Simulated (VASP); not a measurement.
KBr: single point with LDA

The system is KBr.

```
CELL_PARAMETERS angstrom
0.00000 3.29454 3.29454
3.29454 0.00000 3.29454
3.29454 3.29454 0.00000
ATOMIC_POSITIONS crystal
K 0.00000 0.00000 0.00000
Br 0.50000 0.50000 0.50000
```

| Property | Result |
| --- | --- |
| Program | VASP 6.6.1 |
| Task | single point |
| Functional | LDA |
| Potentials or basis | VASP PAW LDA potentials, release 64 (K_sv, Br) |
| Cutoff | 500 eV |
| k mesh | 6 × 6 × 6 |
| Occupations | gaussian, width 0.1 eV |
| Spin | no spin polarisation |

The pressure is -1.5 GPa and the band gap on the k mesh is 4.05 eV.

Levels at points of the mesh, in eV from the valence-band top:
| k point | band 5 | band 6 | band 7 | band 8 | band 9 | band 10 | band 11 | band 12 |
| --- | --- | --- | --- | --- | --- | --- | --- | --- |
| (0.00, 0.00, 0.00) | -11.11 | 0.00 | 0.00 | 0.00 | 4.05 | 7.35 | 7.35 | 7.35 |
| (0.50, 0.00, 0.00) | -10.88 | -1.26 | -0.36 | -0.36 | 6.26 | 7.95 | 9.54 | 9.54 |
| (0.50, 0.50, 0.00) | -11.15 | -0.86 | -0.30 | -0.30 | 5.55 | 6.88 | 9.17 | 9.20 |

Wall time 30 s on 1 thread of Intel Xeon 8259CL (shared host), peak memory 0.17 GiB.
